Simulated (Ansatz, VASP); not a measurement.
# One calculation of CaO, two programs

```
Ca O
1.0
     0.01837    2.44900    2.44900
     2.44900    0.01837    2.44900
     2.46737    2.46737    0.00000
Ca O
1 1
Direct
  0.00000 0.00000 0.00000
  0.50000 0.50000 0.50000
```

Change from the starting cell: strain +0.0150 x Voigt [0, 0, 0, 0, 0, 1], atoms carried along.

Alike in both runs: task single point; functional PBE; k mesh 8 × 8 × 8; occupations gaussian, width 0.05 eV; no spin polarisation.

|  | VASP | Ansatz |
| --- | --- | --- |
| version | VASP 6.6.1 | Ansatz 0.2.0 |
| potentials or method | VASP PAW PBE potentials, release 64 (Ca_sv, O), cutoff 520 eV | scalar-relativistic, plane waves, PAW |
| valence electrons in the cell | 16 | 16 |

|  | VASP | Ansatz | Ansatz less VASP |
| --- | --- | --- | --- |
| gap on the k mesh at the Fermi level (eV) | 3.62 | 3.63 | +0.017 |
| least direct gap on the mesh (eV) | 3.99 | 4.01 | +0.017 |
| pressure (GPa) | -3.6 | -4.0 | -0.44 |
| traceless stress, the component that is largest in VASP (GPa) | -1.11 | -1.12 | -0.007 |
